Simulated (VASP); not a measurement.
# LaH3: single point with PBEsol

LaH3:

```
CELL_PARAMETERS angstrom
0.00000 2.80531 2.74920
2.80531 0.00000 2.74920
2.80531 2.80531 0.00000
ATOMIC_POSITIONS crystal
La 0.00000 0.00000 0.00000
H 0.50000 0.50000 0.50000
H 0.75000 0.75000 0.75000
H 0.25000 0.25000 0.25000
```

| Quantity | Value |
| --- | --- |
| Program | VASP 6.6.1 |
| Task | single point |
| Functional | PBEsol |
| Potentials or basis | VASP PAW PBE potentials, release 64 (La, H) |
| Cutoff | 520 eV |
| k mesh | 10 × 10 × 10 |
| Occupations | methfessel-paxton, width 0.1 eV |
| Spin | no spin polarisation |
| Dipole correction | no |
| Further INCAR settings | ALGO = Normal; EDIFF = 1e-07; NBANDS = 15 |

```
Pressure               : -3.2 GPa
Band gap on the k mesh : zero (band 7 reaches 7.86 eV, above the bottom of band 8 at 7.66 eV)
```

Stress tensor (GPa, compression positive):
```
-3.34  0.00  0.00
 0.00 -3.34  0.00
 0.00  0.00 -3.06
```

Levels at points of the mesh, in eV from the Fermi level:
| k point | band 4 | band 5 | band 6 | band 7 | band 8 | band 9 | band 10 | band 11 |
| --- | --- | --- | --- | --- | --- | --- | --- | --- |
| (0.00, 0.00, 0.00) | -16.57 | -8.04 | -2.92 | 0.23 | 0.23 | 0.36 | 0.50 | 1.30 |
| (0.50, 0.00, 0.00) | -16.68 | -6.03 | -4.01 | -2.10 | 0.02 | 0.20 | 1.39 | 1.40 |
| (0.50, 0.50, 0.00) | -16.95 | -5.67 | -5.44 | -3.00 | 1.36 | 1.36 | 1.49 | 1.75 |
| (0.50, 0.00, 0.50) | -16.90 | -5.56 | -5.44 | -3.10 | 1.35 | 1.39 | 1.51 | 1.73 |

Run time: 62 s on 1 thread of Intel(R) Xeon(R) Platinum 8488C (Sapphire Rapids), with other jobs on the host, peak memory 0.23 GiB.

Caveat: the PAW data sets were made with another functional, which shifts forces and pressure a little; spin-orbit coupling is left out, which moves the levels of the heavy elements.
